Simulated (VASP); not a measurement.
AlCo: single point with PBE

Crystal: AlCo.

```
Al Co
1.0
     2.85179    0.00000    0.00000
     0.00000    2.85179    0.00000
     0.00000    0.00000    2.85179
Al Co
1 1
Cartesian
  0.0000 0.0000 0.0000
  1.4259 1.4259 1.4259
```

```yaml
Program: VASP 6.6.1
Task: single point
Functional: PBE
Potentials_or_basis: VASP PAW PBE potentials, release 64 (Al, Co)
Cutoff: 520 eV
k_mesh: 10 × 10 × 10
Occupations: fermi-dirac, width 0.05 eV
Spin: collinear spin, ferromagnetic start
Starting_moments: "[0.0, 2.5] μB"
Dipole_correction: no
Further_INCAR_settings: ALGO = Normal; EDIFF = 1e-07; NBANDS = 17
```

| Item | Value |
| --- | --- |
| Pressure | -0.1 GPa |
| Band gap on the k mesh | zero (filled and empty bands overlap) |
| Net moment | 0.00 μB per cell |
| Valence electrons inside the program's atomic spheres | Al 0.82; Co 8.45 |

Levels at points of the mesh, in eV from the Fermi level:
Spin up:
| k point | band 4 | band 5 | band 6 | band 7 | band 8 | band 9 |
| --- | --- | --- | --- | --- | --- | --- |
| (0.00, 0.00, 0.00) | -0.83 | -0.83 | -0.83 | 5.97 | 5.97 | 5.97 |
| (0.50, 0.00, 0.00) | -1.70 | -1.70 | -0.72 | 0.19 | 8.42 | 10.62 |
| (0.50, 0.50, 0.00) | -2.66 | -1.49 | -1.49 | -0.23 | 2.43 | 3.45 |
| (0.50, 0.50, 0.50) | -0.19 | -0.19 | 2.40 | 2.40 | 2.40 | 4.11 |
Spin down:
| k point | band 3 | band 4 | band 5 | band 6 | band 7 | band 8 | band 9 | band 10 |
| --- | --- | --- | --- | --- | --- | --- | --- | --- |
| (0.00, 0.00, 0.00) | -2.94 | -0.83 | -0.83 | -0.83 | 5.97 | 5.97 | 5.97 | 8.74 |
| (0.50, 0.00, 0.00) | -2.35 | -1.70 | -1.70 | -0.72 | 0.19 | 8.42 | 10.62 | 10.62 |
| (0.50, 0.50, 0.00) | -2.66 | -2.66 | -1.49 | -1.49 | -0.23 | 2.43 | 3.45 | 12.74 |
| (0.50, 0.50, 0.50) | -3.92 | -0.19 | -0.19 | 2.40 | 2.40 | 2.40 | 4.11 | 5.32 |

Wall time 17 s on 1 thread of Intel(R) Xeon(R) 6975P-C (Granite Rapids), with other jobs on the host, peak memory 0.17 GiB.

Caveat: the moments typed at the start vanished in this run.
